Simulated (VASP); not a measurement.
**SnSe: single point with r2SCAN**

The system is SnSe.

```
Sn Se
1.0
     0.00000    2.98489    2.98489
     2.98489    0.00000    2.98489
     2.98489    2.98489    0.00000
Sn Se
1 1
Direct
  0.00000 0.00000 0.00000
  0.50000 0.50000 0.50000
```

```
Program                : VASP 6.6.1
Task                   : single point
Functional             : r2SCAN
Potentials or basis    : VASP PAW PBE potentials, release 64 (Sn_d, Se)
Cutoff                 : 520 eV
k mesh                 : 8 × 8 × 8
Occupations            : gaussian, width 0.01 eV
Spin                   : no spin polarisation
Dipole correction      : no
Further INCAR settings : ALGO = Normal; EDIFF = 1e-06; NBANDS = 17
```

```json
{
  "Pressure": "1.3 GPa",
  "Band gap on the k mesh": "0.57 eV, direct"
}
```

Levels at points of the mesh, in eV from the valence-band top:
```tsv
k point	band 6	band 7	band 8	band 9	band 10	band 11	band 12	band 13	band 14	band 15
(0.00, 0.00, 0.00)	-14.89	-5.15	-2.71	-2.71	-2.71	4.47	4.47	4.47	6.02	6.02
(0.50, 0.00, 0.00)	-13.86	-8.70	-2.43	-2.43	0.00	0.57	1.13	1.13	8.66	10.53
(0.50, 0.50, 0.00)	-13.54	-6.35	-6.12	-4.22	-4.22	3.04	5.62	5.62	6.34	10.70
```

It took 71 s on 1 thread of Intel(R) Xeon(R) Platinum 8259CL CPU @ 2.50GHz (Skylake/Cascade Lake), on a shared host, peak memory 0.19 GiB.

Caveat: the PAW data sets were made with another functional, which shifts forces and pressure a little; spin-orbit coupling is left out, which moves the levels of the heavy elements. A k mesh can miss the band edges.
